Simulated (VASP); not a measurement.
# ZnF2 (P4_2/mnm) in VASP: notebook, part 2 of 2

VASP 6.6.1. The steps go on from the part before.

### 3 Single point, PBE

This run uses another cell than the first one, of 10.69 Å³/atom, 1.028 times its volume.

File INCAR:

```
PREC     = Accurate       # precision mode
ENCUT    = 600            # plane-wave cutoff, eV
EDIFF    = 1E-6           # SCF threshold, eV
ISMEAR   = 0              # smearing method
SIGMA    = 0.01           # smearing width, eV
LREAL    = F              # projectors in reciprocal space
LASPH    = T              # aspherical terms in the spheres
NELM     = 120            # most SCF steps
ALGO     = Normal         # electronic algorithm
ISIF     = 2              # what is computed and relaxed
LWAVE    = F              # write WAVECAR
LCHARG   = T              # write CHGCAR
GGA      = PE             # functional
LELF     = T              # ELF
LVHAR    = T            
NBANDS   = 35             # bands
GGA_COMPAT= F
```

File KPOINTS:

```
Automatic mesh
0
Gamma
  4 4 6
```

File POSCAR:

```
ZnF2
1.0
    4.5841104953      0.0000000000      0.0000000000
    0.0000000000      4.5841104953      0.0000000000
    0.0000000000      0.0000000000      3.0534104468
Zn F
2 4
Direct
    0.0000000000      0.0000000000      0.0000000000
    0.5000000000      0.5000000000      0.5000000000
    0.3024000000      0.3024000000      0.0000000000
    0.1976000000      0.8024000000      0.5000000000
    0.6976000000      0.6976000000      0.0000000000
    0.8024000000      0.1976000000      0.5000000000
```

Potentials or basis: VASP PAW PBE potentials, release 64 (Zn, F).

On the command line:

```console
$ cat potpaw_PBE.64/Zn/POTCAR potpaw_PBE.64/F/POTCAR > POTCAR
$ mpirun -np 1 vasp_std > vasp.out
```

Wall time 28 s (1 thread of Intel Xeon Platinum 8559C (Emerald Rapids), shared host); peak memory 0.21 GiB.

It converged, with:

| Quantity | Value |
| --- | --- |
| Free energy | -22.7538 eV |
| Pressure | 18.6 GPa |
| Largest force | 0.108 eV/Å |
| Band gap on the k mesh | 3.61 eV, direct |

Forces in eV/Å, atoms in the order of the input:
```
Zn   0.000  0.000  0.000
Zn   0.000  0.000  0.000
F   -0.076 -0.076  0.000
F    0.076 -0.076  0.000
F    0.076  0.076  0.000
F   -0.076  0.076  0.000
```

Stress tensor (GPa, compression positive):
```
17.61  0.00  0.00
 0.00 17.61  0.00
 0.00  0.00 20.57
```

Levels at points of the mesh, in eV from the valence-band top:
```tsv
k point	band 22	band 23	band 24	band 25	band 26	band 27	band 28	band 29	band 30	band 31
(0.00, 0.00, 0.00)	-1.83	-1.66	-0.47	-0.47	0.00	3.61	9.67	9.67	9.85	13.59
(0.50, 0.00, 0.00)	-2.01	-0.76	-0.76	-0.58	-0.58	6.34	6.34	10.66	10.66	13.34
(0.50, 0.50, 0.00)	-1.63	-1.58	-1.58	-0.49	-0.49	7.41	7.41	9.26	9.26	14.90
(0.00, 0.00, 0.50)	-1.69	-1.40	-1.40	-1.40	-1.40	8.65	8.65	12.21	12.21	13.37
(0.50, 0.00, 0.50)	-2.35	-1.63	-1.63	-0.12	-0.12	9.26	9.26	10.49	10.49	14.24
(0.50, 0.50, 0.50)	-1.91	-1.40	-1.40	-0.89	-0.89	8.47	8.47	11.52	11.52	12.62
```

### 4 Single point, PBE

This run uses another cell than the first one, of 10.98 Å³/atom, 1.056 times its volume.

File INCAR:

```
PREC = Accurate
ENCUT = 600
EDIFF = 1E-6
ISMEAR = 0
SIGMA = 0.01
LREAL = F
LASPH = T
NELM = 120
ALGO = Normal
ISIF = 2
LWAVE = F
LCHARG = F
GGA = PE
NBANDS = 35
GGA_COMPAT = F
```

KPOINTS is that of step 3.

Changes to POSCAR since step 3:

```diff
@@ -2,5 +2,5 @@
 1.0
-    4.5841104953      0.0000000000      0.0000000000
-    0.0000000000      4.5841104953      0.0000000000
-    0.0000000000      0.0000000000      3.0534104468
+    4.6250422191      0.0000000000      0.0000000000
+    0.0000000000      4.6250422191      0.0000000000
+    0.0000000000      0.0000000000      3.0806744827
 Zn F
```

On the command line:

```console
$ cat potpaw_PBE.64/Zn/POTCAR potpaw_PBE.64/F/POTCAR > POTCAR
$ mpirun -np 1 vasp_std > vasp.out
```

Run time: 30 s. Hardware: 1 thread of Intel Xeon Platinum 8559C (Emerald Rapids), shared host; peak memory 0.22 GiB.

Results (log left out):

```
Free energy            : -22.9367 eV
Pressure               : 14.1 GPa
Largest force          : 0.064 eV/Å
Band gap on the k mesh : 3.56 eV, direct
```

Forces on the atoms (eV/Å):
```
Zn   0.000  0.000  0.000
Zn   0.000  0.000  0.000
F   -0.045 -0.045  0.000
F    0.045 -0.045  0.000
F    0.045  0.045  0.000
F   -0.045  0.045  0.000
```

Stress tensor (GPa, compression positive):
```
13.42  0.00  0.00
 0.00 13.42  0.00
 0.00  0.00 15.54
```

Levels at points of the mesh, in eV from the valence-band top:
```tsv
k point	band 22	band 23	band 24	band 25	band 26	band 27	band 28	band 29	band 30	band 31
(0.00, 0.00, 0.00)	-1.76	-1.50	-0.44	-0.44	0.00	3.56	9.66	9.66	9.68	13.56
(0.50, 0.00, 0.00)	-1.89	-0.73	-0.73	-0.54	-0.54	6.25	6.25	10.63	10.63	13.22
(0.50, 0.50, 0.00)	-1.61	-1.48	-1.48	-0.46	-0.46	7.28	7.28	9.24	9.24	14.78
(0.00, 0.00, 0.50)	-1.59	-1.36	-1.36	-1.36	-1.36	8.51	8.51	12.10	12.10	13.30
(0.50, 0.00, 0.50)	-2.16	-1.53	-1.53	-0.11	-0.11	9.09	9.09	10.44	10.44	14.12
(0.50, 0.50, 0.50)	-1.78	-1.36	-1.36	-0.86	-0.86	8.33	8.33	11.52	11.52	12.50
```

### 5 Single point, PBE

This run uses another cell than the first one, of 11.27 Å³/atom, 1.083 times its volume.

File INCAR:

```
PREC     = Accurate       # precision mode
ENCUT    = 600            # plane-wave cutoff, eV
EDIFF    = 1E-6           # SCF threshold, eV
ISMEAR   = 0              # smearing method
SIGMA    = 0.01           # smearing width, eV
LREAL    = False          # projectors in reciprocal space
LASPH    = True           # aspherical terms in the spheres
NELM     = 120            # most SCF steps
ALGO     = Normal         # electronic algorithm
ISIF     = 2              # what is computed and relaxed
LWAVE    = False          # write WAVECAR
LCHARG   = True           # write CHGCAR
GGA      = PE             # functional
LELF     = True           # ELF
LVHAR    = True         
NBANDS   = 35             # bands
GGA_COMPAT= False
```

File KPOINTS:

```
regular mesh
0
Gamma
  4 4 6
```

Changes to POSCAR since step 4:

```diff
@@ -2,5 +2,5 @@
 1.0
-    4.6250422191      0.0000000000      0.0000000000
-    0.0000000000      4.6250422191      0.0000000000
-    0.0000000000      0.0000000000      3.0806744827
+    4.6652619963      0.0000000000      0.0000000000
+    0.0000000000      4.6652619963      0.0000000000
+    0.0000000000      0.0000000000      3.1074643011
 Zn F
```

On the command line:

```console
$ cat potpaw_PBE.64/Zn/POTCAR potpaw_PBE.64/F/POTCAR > POTCAR
$ mpirun -np 1 vasp_std > vasp.out
```

Run time: 33 s. Hardware: 1 thread of Intel Xeon Platinum 8559C (Emerald Rapids), shared host; peak memory 0.22 GiB.

Results (log left out):

```yaml
Free_energy: -23.0722 eV
Pressure: 10.1 GPa
Largest_force: 0.024 eV/Å
Band_gap_on_the_k_mesh: 3.52 eV, direct
```

Forces on the atoms (eV/Å):
```
Zn   0.000  0.000  0.000
Zn   0.000  0.000  0.000
F   -0.017 -0.017  0.000
F    0.017 -0.017  0.000
F    0.017  0.017  0.000
F   -0.017  0.017  0.000
```

Stress tensor (GPa, compression positive):
```
 9.59  0.00  0.00
 0.00  9.59  0.00
 0.00  0.00 10.99
```

Levels at points of the mesh, in eV from the valence-band top:
| k point | band 23 | band 24 | band 25 | band 26 | band 27 | band 28 | band 29 | band 30 |
| --- | --- | --- | --- | --- | --- | --- | --- | --- |
| (0.00, 0.00, 0.00) | -1.35 | -0.41 | -0.41 | 0.00 | 3.52 | 9.51 | 9.65 | 9.65 |
| (0.50, 0.00, 0.00) | -0.69 | -0.69 | -0.51 | -0.51 | 6.17 | 6.17 | 10.60 | 10.60 |
| (0.50, 0.50, 0.00) | -1.38 | -1.38 | -0.43 | -0.43 | 7.15 | 7.15 | 9.21 | 9.21 |
| (0.00, 0.00, 0.50) | -1.33 | -1.33 | -1.32 | -1.32 | 8.37 | 8.37 | 11.99 | 11.99 |
| (0.50, 0.00, 0.50) | -1.44 | -1.44 | -0.09 | -0.09 | 8.92 | 8.92 | 10.39 | 10.39 |
| (0.50, 0.50, 0.50) | -1.32 | -1.32 | -0.83 | -0.83 | 8.19 | 8.19 | 11.53 | 11.53 |

### 6 Single point, PBE

This run uses another cell than the first one, of 11.56 Å³/atom, 1.111 times its volume.

File INCAR:

```
SYSTEM = ZnF2
PREC = Accurate
ENCUT = 600
EDIFF = 1E-6
ISMEAR = 0
SIGMA = 0.01
LREAL = .FALSE.
LASPH = .TRUE.
NELM = 120
ALGO = Normal
ISIF = 2
LWAVE = .FALSE.
LCHARG = .TRUE.
GGA = PE
LELF = .TRUE.
LVHAR = .TRUE.
NBANDS = 35
GGA_COMPAT = .FALSE.
```

File KPOINTS:

```
regular mesh
0
G
  4 4 6
  0 0 0
```

Changes to POSCAR since step 5:

```diff
@@ -2,5 +2,5 @@
 1.0
-    4.6652619963      0.0000000000      0.0000000000
-    0.0000000000      4.6652619963      0.0000000000
-    0.0000000000      0.0000000000      3.1074643011
+    4.7048000000      0.0000000000      0.0000000000
+    0.0000000000      4.7048000000      0.0000000000
+    0.0000000000      0.0000000000      3.1338000000
 Zn F
```

Potentials or basis: VASP PAW PBE potentials, release 64 (Zn, F).

On the command line:

```console
$ cat potpaw_PBE.64/Zn/POTCAR potpaw_PBE.64/F/POTCAR > POTCAR
$ mpirun -np 1 vasp_std > vasp.out
```

Wall time 32 s (1 thread of Intel Xeon Platinum 8559C (Emerald Rapids), shared host); peak memory 0.22 GiB.

The run converged. Its results:

```
Free energy            : -23.1657 eV
Pressure               : 6.5 GPa
Largest force          : 0.012 eV/Å
Band gap on the k mesh : 3.48 eV, direct
```

Forces in eV/Å, atoms in the order of the input:
```
Zn   0.000  0.000  0.000
Zn   0.000  0.000  0.000
F    0.009  0.009  0.000
F   -0.009  0.009  0.000
F   -0.009 -0.009  0.000
F    0.009 -0.009  0.000
```

Stress tensor (GPa, compression positive):
```
6.26 0.00 0.00
0.00 6.26 0.00
0.00 0.00 7.04
```

Levels at points of the mesh, in eV from the valence-band top:
| k point | band 23 | band 24 | band 25 | band 26 | band 27 | band 28 | band 29 | band 30 |
| --- | --- | --- | --- | --- | --- | --- | --- | --- |
| (0.00, 0.00, 0.00) | -1.21 | -0.38 | -0.38 | 0.00 | 3.48 | 9.35 | 9.64 | 9.64 |
| (0.50, 0.00, 0.00) | -0.66 | -0.66 | -0.47 | -0.47 | 6.09 | 6.09 | 10.57 | 10.57 |
| (0.50, 0.50, 0.00) | -1.28 | -1.28 | -0.40 | -0.40 | 7.03 | 7.03 | 9.19 | 9.19 |
| (0.00, 0.00, 0.50) | -1.30 | -1.30 | -1.28 | -1.28 | 8.24 | 8.24 | 11.89 | 11.89 |
| (0.50, 0.00, 0.50) | -1.35 | -1.35 | -0.08 | -0.08 | 8.76 | 8.76 | 10.33 | 10.33 |
| (0.50, 0.50, 0.50) | -1.28 | -1.28 | -0.80 | -0.80 | 8.06 | 8.06 | 11.52 | 11.52 |

### 7 Overview

| cell | gap on the mesh (eV) | pressure (GPa) | largest force (eV/Å) |
| --- | --- | --- | --- |
| a = 4.542, b = 4.542, c = 3.026 Å, 6 atoms | 3.66 | 24.0 | 0.16 |
| a = 4.584, b = 4.584, c = 3.053 Å, 6 atoms | 3.61 | 18.6 | 0.11 |
| a = 4.625, b = 4.625, c = 3.081 Å, 6 atoms | 3.56 | 14.1 | 0.06 |
| a = 4.665, b = 4.665, c = 3.107 Å, 6 atoms | 3.52 | 10.1 | 0.02 |
| a = 4.705, b = 4.705, c = 3.134 Å, 6 atoms | 3.48 | 6.5 | 0.01 |

Alike in all rows: task single point; level PBE; potentials or basis VASP PAW PBE potentials, release 64 (Zn, F); no spin polarisation; k mesh 4 × 4 × 6; cutoff (eV) 600; smearing gaussian 0.01 eV.

Total energies depend on the potentials used, so only differences within one code and one set of settings carry meaning.
